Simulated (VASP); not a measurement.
Write the native input for VASP 6.6.1 that does the following.

* Task: single point
* Functional: PBEsol
* Potentials or basis: VASP PAW PBE potentials, release 64 (Al, Cu)
* Cutoff: 520 eV
* k mesh: 12 × 12 × 12
* Occupations: gaussian, width 0.15 eV
* Spin: no spin polarisation
* Dipole correction: no
* Further INCAR settings: ALGO = Fast; EDIFF = 1e-07; NBANDS = 18

The structure of Al3Cu lies in POSCAR:

```
Al3Cu
1.0
    3.8923537780      0.1216360556      0.0000000000
    0.1216360556      3.8923537780      0.0000000000
    0.0000000000      0.0000000000      3.8923537780
Al Cu
3 1
Direct
    0.0000000000      0.5000000000      0.5000000000
    0.5000000000      0.0000000000      0.5000000000
    0.5000000000      0.5000000000      0.0000000000
    0.0000000000      0.0000000000      0.0000000000
```

This cell differs from its parent crystal: strain +0.0625 x Voigt [0, 0, 0, 0, 0, 1].

One way to write it, as run:

INCAR

```
PREC = Accurate
ENCUT = 520
EDIFF = 1E-7
ISMEAR = 0
SIGMA = 0.15
LREAL = False
LASPH = True
NELM = 100
ALGO = Fast
ISIF = 2
LWAVE = False
LCHARG = True
GGA = PS
LELF = True
LVHAR = True
NBANDS = 18
```

KPOINTS

```
regular mesh
0
Gamma
  12 12 12
```

Potentials or basis: VASP PAW PBE potentials, release 64 (Al, Cu).

Command:

```console
$ cat potpaw_PBE.64/Al/POTCAR potpaw_PBE.64/Cu/POTCAR > POTCAR
$ mpirun -np 1 vasp_std > vasp.out
```

It gave:

```
Pressure               : 0.7 GPa
Band gap on the k mesh : zero (bands 10 and 11 overlap by 4.29 eV)
```

Caveat: the cell differs from its parent crystal (strain +0.0625 x Voigt [0, 0, 0, 0, 0, 1]); the PAW data sets were made with another functional, which shifts forces and pressure a little.

Wall time 11 min on 1 thread of Intel Xeon 8259CL, on a shared host, peak memory 0.4 GiB.
